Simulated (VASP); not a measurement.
Ir: single point with r2SCAN

Crystal: Ir.

```
Ir
1.0
     2.64132    0.00000    0.00000
    -1.32066    2.28745    0.00000
     0.00000    0.00000    4.28380
Ir
2
Direct
  0.66667 0.33333 0.75000
  0.33333 0.66667 0.25000
```

This cell differs from its parent crystal: strain -0.040 along x and y, -0.040 along z.

* Program: VASP 6.6.1
* Task: single point
* Functional: r2SCAN
* Potentials or basis: VASP PAW PBE potentials, release 64 (Ir)
* Cutoff: 520 eV
* k mesh: 18 × 18 × 12
* Occupations: gaussian, width 0.15 eV
* Spin: no spin polarisation

The pressure is 50.7 GPa and the band gap on the k mesh is zero (bands 9 and 10 overlap by 4.02 eV).

Stress tensor (GPa, compression positive):
```
50.29  0.00  0.00
 0.00 50.29  0.00
 0.00  0.00 51.38
```

Levels at points of the mesh, in eV from the Fermi level:
```tsv
k point	band 5	band 6	band 7	band 8	band 9	band 10	band 11	band 12	band 13	band 14
(0.00, 0.00, 0.00)	-4.63	-3.84	-3.84	-2.88	-2.88	-1.05	0.30	0.30	8.37	14.87
(0.50, 0.00, 0.00)	-4.29	-4.03	-3.56	0.86	1.17	1.37	3.48	5.15	9.34	11.55
(0.00, 0.00, 0.50)	-4.77	-4.77	-4.77	-4.77	-0.58	-0.58	-0.58	-0.58	14.37	14.37
(0.50, 0.00, 0.50)	-2.60	-2.60	-1.20	-1.20	1.16	1.16	2.31	2.31	9.01	9.01
```

Wall time 8.5 min on 1 thread of Intel Xeon 8259CL (shared host), peak memory 0.22 GiB.

Caveat: the cell differs from its parent crystal (strain -0.040 along x and y, -0.040 along z); the cell stands under pressure; the PAW data sets were made with another functional, which shifts forces and pressure a little; spin-orbit coupling is left out, which moves the levels of the heavy elements.
